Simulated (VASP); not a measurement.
Crystal: Co.

```
Co
1.0
     0.00000   -1.80740   -1.80740
    -3.61480   -1.80740   -1.80740
     0.00000    1.80740   -1.80740
Co
2
Direct
  0.00000 0.00000 0.00000
  0.00000 0.50000 0.50000
```

Program: VASP 6.6.1. Alike in all runs: task single point; level PBE; potentials or basis VASP PAW PBE potentials, release 64 (Co); cell as given; k mesh 11 × 7 × 9; cutoff (eV) 520; smearing fermi-dirac 0.05 eV.

Question: Order these runs on this cell by their pressure, lowest first.
A. spin collinear, ferromagnetic start
B. spin collinear, antiferromagnetic start
C. spin off

Answer: C (-25.1 GPa), B (-19.7 GPa), A (-14.4 GPa).
